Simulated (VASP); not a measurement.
# P (C2/m) in VASP: single point with PBEsol+D3(BJ)

Aim: the single point of P with PBEsol+D3(BJ).

Program: VASP 6.6.1. These are calculated values, not measurements. Logs are shortened: lines on timing, memory, paths and dates and some standing lists are left out, and cuts for length are marked.

### 1 The cell of the first run

It takes space group C2/m (No. 12, monoclinic). Conventional cell: a = 5.978 Å, b = 3.451 Å, c = 3.710 Å, α = 90.00°, β = 122.49°, γ = 90.00°. Within 3.0 Å of P (site symmetry m) lie 6 P at 2.23 to 2.88 Å.

### 2 Single point, PBEsol+D3(BJ) (atom 1 (P) moved by (+0.000, +0.150) A along x and y)

File INCAR:

```
ALGO = Normal ; EDIFF = 1E-6
ENCUT = 520 ; GGA = PS
ISIF = 2 ; ISMEAR = 0
IVDW = 12 ; LASPH = T
LCHARG = F ; LREAL = F
LWAVE = F ; NBANDS = 12
NELM = 80 ; PREC = Accurate
SIGMA = 0.15
```

File KPOINTS:

```
k-points
0
Gamma
  18 18 18
```

File POSCAR:

```
P
1.0
    1.7257251780      0.9963478961      3.1296800121
   -1.7257251780      0.9963478961      3.1296800121
    0.0000000000     -1.9926957921      3.1296800121
P
2
Direct
    0.2521718873      0.2521718873      0.1768969755
    0.7729197500      0.7729197500      0.7729197500
```

Potentials or basis: VASP PAW PBE potentials, release 64 (P).

Started as:

```sh
$ cat potpaw_PBE.64/P/POTCAR > POTCAR
$ mpirun -np 1 vasp_std > vasp.out
```

OUTCAR:

```text
EDIFF = 1E-6
   ENCUT = 520
   GGA = PS
   ISIF = 2
   ISMEAR = 0
   IVDW = 12
   LASPH = T
   LREAL = F
   NELM = 80
   PREC = Accurate
 IVDW          = 12

 ion  position               nearest neighbor table
   1  0.252  0.252  0.177-   2 2.23   2 2.23   2 2.42   2 2.72   2 2.88   2 2.88
   2  0.773  0.773  0.773-   1 2.23   1 2.23   1 2.42   1 2.72   1 2.88   1 2.88

  LATTYP: Found a trigonal (rhomboedric) cell.
 ALAT       =     3.7102201415
 COS(alpha) =     0.5673129383

  Lattice vectors:

 A1 = (   1.7257251780,   0.9963478961,   3.1296800121)
 A2 = (  -1.7257251780,   0.9963478961,   3.1296800121)
 A3 = (   0.0000000000,  -1.9926957921,   3.1296800121)

Analysis of symmetry for initial positions (statically):
=====================================================================
 Subroutine PRICEL returns:
 Original cell was already a primitive cell.

 Routine SETGRP: Setting up the symmetry group for a
 trigonal (rhombohedral) supercell.

 Subroutine GETGRP returns: Found  4 space group operations
 (whereof  2 operations were pure point group operations)
 out of a pool of 12 trial point group operations.

The static configuration has the point symmetry C_1h.
 The point group associated with its full space group is C_2h.

Analysis of symmetry for dynamics (positions and initial velocities):
=====================================================================
 Subroutine PRICEL returns:
 Original cell was already a primitive cell.

 Routine SETGRP: Setting up the symmetry group for a
 trigonal (rhombohedral) supercell.

 Subroutine GETGRP returns: Found  4 space group operations
 (whereof  2 operations were pure point group operations)
 out of a pool of 12 trial point group operations.

The dynamic configuration has the point symmetry C_1h.
 The point group associated with its full space group is C_2h.

 Subroutine INISYM returns: Found  4 space group operations
 (whereof  2 operations are pure point group operations),
 and found     1 'primitive' translations

----------------------------------------------------------------------------------------

                                     Primitive cell

  volume of cell :      32.2875

  direct lattice vectors                    reciprocal lattice vectors
     1.725725178  0.996347896  3.129680012     0.289733271  0.167277582  0.106507161
    -1.725725178  0.996347896  3.129680012    -0.289733271  0.167277582  0.106507161
     0.000000000 -1.992695792  3.129680012     0.000000000 -0.334555164  0.106507161

  length of vectors
     3.710220141  3.710220141  3.710220141     0.351099605  0.351099605  0.351099605

  position of ions in fractional coordinates (direct lattice)
     0.252171887  0.252171887  0.176896976
     0.772919750  0.772919750  0.772919750

  ion indices of the primitive-cell ions
   primitive index   ion index
                 1           1
                 2           2

----------------------------------------------------------------------------------------

 KPOINTS: k-points

Automatic generation of k-mesh.
 Grid dimensions read from file:
 generate k-points for:   18   18   18

 Generating k-lattice:

  Cartesian coordinates                     Fractional coordinates (reciprocal lattice)
     0.016096293  0.009293199  0.005917065     0.055555556  0.000000000  0.000000000
    -0.016096293  0.009293199  0.005917065     0.000000000  0.055555556  0.000000000
     0.000000000 -0.018586398  0.005917065    -0.000000000 -0.000000000  0.055555556

  Length of vectors
     0.019505534  0.019505534  0.019505534

  Shift w.r.t. Gamma in fractional coordinates (k-lattice)
     0.000000000  0.000000000  0.000000000

 Subroutine IBZKPT returns following result:
 ===========================================

 Found   1550 irreducible k-points:

 Following reciprocal coordinates:
            Coordinates               Weight
  0.000000  0.000000  0.000000      1.000000
  0.055556 -0.000000  0.000000      4.000000
  0.000000  0.000000  0.055556      2.000000
  0.111111 -0.000000  0.000000      4.000000
  0.000000  0.000000  0.111111      2.000000
  0.166667 -0.000000 -0.000000      4.000000
[... 16 lines left out ...]
 -0.111111 -0.000000 -0.055556      4.000000
  0.055556 -0.000000  0.111111      4.000000
 [... further k-points ...]
   k-points           NKPTS =   1550   k-points in BZ     NKDIM =   1550   number of bands    NBANDS=     12
   number of dos      NEDOS =    301   number of ions     NIONS =      2
   total plane-waves  NPLWV =  21952
   dimension x,y,z NGX =    28 NGY =   28 NGZ =   28
   dimension x,y,z NGXF=    56 NGYF=   56 NGZF=   56
   ions per type =               2
   NGX,Y,Z   is equivalent  to a cutoff of  12.55, 12.55, 12.55 a.u.
   NGXF,Y,Z  is equivalent  to a cutoff of  25.09, 25.09, 25.09 a.u.
 SYSTEM =  unknown system
   PREC   = accura    normal or accurate (medium, high low for compatibility)
   ISTART =      0    job   : 0-new  1-cont  2-samecut
   ICHARG =      2    charge: 1-file 2-atom 10-const
   ISPIN  =      1    spin polarized calculation?
   LNONCOLLINEAR =      F non collinear calculations
   LSORBIT =      F    spin-orbit coupling
   LASPH  =      T    aspherical Exc in radial PAW
   ENCUT  =  520.0 eV  38.22 Ry    6.18 a.u.   6.90  6.90  6.90*2*pi/ulx,y,z
   NELM   =     80;   NELMIN=  2; NELMDL= -5     # of ELM steps
   EDIFF  = 0.1E-05   stopping-criterion for ELM
   LREAL  =      F    real-space projection
   EDIFFG = 0.1E-04   stopping-criterion for IOM
   NSW    =      0    number of steps for IOM
   IBRION =     -1    ionic relax: 0-MD 1-quasi-New 2-CG
   NFREE  =      0    steps in history (QN), initial steepest desc. (CG)
   ISIF   =      2    stress and relaxation
   ISYM   =      2    0-nonsym 1-usesym 2-fastsym
   POTIM  = 0.5000    time-step for ionic-motion
   TEBEG  =    0.0;   TEEND  =   0.0 temperature during run
   PSTRESS=    0.0 pullay stress
   NELECT =      10.0000    total number of electrons
   NUPDOWN=      -1.0000    fix difference up-down
   EMIN   =  10.00;   EMAX   =-10.00  energy-range for DOS
   EFERMI =   0.00;   METHOD = LEGACY
   ISMEAR =     0;   SIGMA  =   0.15  broadening in eV -4-tet -1-fermi 0-gaus
   EFERMI_NEDOS =   21; number of points for ismear=-14 and -15
   IALGO  =     38    algorithm
   IMIX   =      4    mixing-type and parameters
     AMIX     =   0.40;   BMIX     =  1.00
     AMIX_MAG =   1.60;   BMIX_MAG =  1.00
  volume/ion in A,a.u.               =      16.14       108.94
  Fermi-wavevector in a.u.,A,eV,Ry     =   1.107636  2.093128 16.692396  1.226857
  Thomas-Fermi vector in A             =   2.244152
   LORBIT       =      0    0 simple, 1 ext, 2 COOP (PROOUT), +10 PAW based schemes
   GGA     = PS    functional components
   LHFCALC =     F    Hartree Fock is set to
   AEXX    =    0.0000 exact exchange contribution
   IVDW    =    12    specifies the selected vdW correction
   LEPSILON=     F    determine dielectric tensor
   LRPA    =     F    only Hartree local field effects (RPA)
 non-spin polarized calculation
 Gauss-broadening in eV      SIGMA  =   0.15
  energy-cutoff  :      520.00
  volume of cell :       32.29
 maximum number of plane-waves:       886
   NGX = 13   NGY = 13   NGZ = 13

 number of electron      10.0000000 magnetization

 Free energy of the ion-electron system (eV)
  ---------------------------------------------------
  ext. energy  EPLUGINS =         0.00000000
  ---------------------------------------------------
  free energy    TOTEN  =       -11.50465071 eV

  energy without entropy =      -11.50088170  energy(sigma->0) =      -11.50276621

 E-fermi :   8.7879     XC(G=0): -10.8664

 val. band max:        8.7826730879   @ k =   0.3889   0.1111   0.1111
 cond. band min:       8.7969475150   @ k =  -0.2778  -0.2222  -0.2778
 fundamental gap:      0.0142744271
 Fermi energy:         8.7878845443

 k-point     1 :       0.0000    0.0000    0.0000
  band No.  band energies     occupation
      1      -7.6517      2.00000
      2       5.3390      2.00000
      3       5.5336      2.00000
      4       5.6646      2.00000
      5       6.6195      2.00000
      6      10.0842      0.00000
      7      10.7962      0.00000
      8      12.3117      0.00000
      9      14.0450      0.00000
     10      15.4606      0.00000
     11      15.8647      0.00000
     12      16.0488      0.00000

 k-point     2 :       0.0556   -0.0000    0.0000
  band No.  band energies     occupation
      1      -7.6013      2.00000
      2       4.6493      2.00000
      3       5.5847      2.00000
      4       5.9631      2.00000
      5       6.6721      2.00000
      6      10.2286      0.00000
      7      10.8818      0.00000
      8      12.2381      0.00000
      9      13.8425      0.00000
     10      14.9374      0.00000
     11      15.1914      0.00000
     12      16.6431      0.00000

 k-point     3 :       0.0000    0.0000    0.0556
  band No.  band energies     occupation
      1      -7.6030      2.00000
      2       4.8064      2.00000
      3       5.5007      2.00000
      4       5.8925      2.00000
      5       6.6491      2.00000
      6      10.2701      0.00000
      7      10.7699      0.00000
      8      12.2697      0.00000
      9      13.9038      0.00000
     10      14.7768      0.00000
     11      15.4858      0.00000
     12      16.7726      0.00000
[... 286 lines left out ...]
 k-point    23 :      -0.1111   -0.0000   -0.0556
  band No.  band energies     occupation
      1      -7.4743      2.00000
      2       3.7738      2.00000
      3       5.1822      2.00000
      4       6.3598      2.00000
      5       6.9665      2.00000
      6      10.3968      0.00000
      7      11.0905      0.00000
      8      11.9335      0.00000
      9      13.4861      0.00000
     10      14.4014      0.00000
     11      15.5461      0.00000
     12      16.8028      0.00000

 k-point    24 :       0.0556   -0.0000    0.1111
  band No.  band energies     occupation
      1      -7.4794      2.00000
      2       3.9479      2.00000
      3       5.2648      2.00000
      4       5.9616      2.00000
      5       7.0751      2.00000
      6      10.5411      0.00000
      7      10.7669      0.00000
      8      11.8927      0.00000
      9      13.6318      0.00000
     10      14.7004      0.00000
     11      15.4517      0.00000
     12      16.9116      0.00000

 [... further k-points ...]

------------------------ aborting loop because EDIFF is reached ----------------------------------------

 Edisp (eV)   -0.70010

 E8    (eV) :    -0.4152

  FORCE on cell =-STRESS in cart. coord.  units (eV):
  Direction    XX          YY          ZZ          XY          YZ          ZX
  --------------------------------------------------------------------------------------
  -------------------------------------------------------------------------------------
  Total      -0.82200    -0.56797    -1.21019     0.00000    -0.59720     0.00000
  in kB     -40.78934   -28.18404   -60.05244     0.00000   -29.63433     0.00000
  external pressure =      -43.01 kB  Pullay stress =        0.00 kB

 VOLUME and BASIS-vectors are now :
 -----------------------------------------------------------------------------
  energy-cutoff  :      520.00
  volume of cell :       32.29
      direct lattice vectors                 reciprocal lattice vectors
     1.725725178  0.996347896  3.129680012     0.289733271  0.167277582  0.106507161
    -1.725725178  0.996347896  3.129680012    -0.289733271  0.167277582  0.106507161
     0.000000000 -1.992695792  3.129680012     0.000000000 -0.334555164  0.106507161

 POSITION                                       TOTAL-FORCE (eV/Angst)
 -----------------------------------------------------------------------------------
      0.00000      0.15000      2.13207         0.000000     -0.619399      0.453865
      0.00000      0.00000      7.25697         0.000000      0.619399     -0.453865
 -----------------------------------------------------------------------------------
    total drift:                               -0.000000      0.000000     -0.000000

  FREE ENERGIE OF THE ION-ELECTRON SYSTEM (eV)
  ---------------------------------------------------
  free  energy   TOTEN  =       -12.2047466988 eV

  energy  without entropy=      -12.2009776846  energy(sigma->0) =      -12.20286219
```

Run time: 11 min. Hardware: 1 thread of Intel Xeon 8259CL, shared host; peak memory 0.54 GiB.

What came out:

* Free energy: -12.2047 eV
* Pressure: -4.3 GPa
* Largest force: 0.768 eV/Å
* Band gap on the k mesh: zero (bands 5 and 6 overlap by 0.95 eV)
* Dispersion energy per atom: -0.350 eV

Forces on the atoms (eV/Å):
```
P    0.000 -0.619  0.454
P    0.000  0.619 -0.454
```

Stress tensor (GPa, compression positive):
```
-4.08  0.00  0.00
 0.00 -2.82 -2.96
 0.00 -2.96 -6.01
```

Caveat: the cell differs from its parent crystal (atom 1 (P) moved by (+0.000, +0.150) A along x and y); the cell stands under tension; the PAW data sets were made with another functional, which shifts forces and pressure a little.
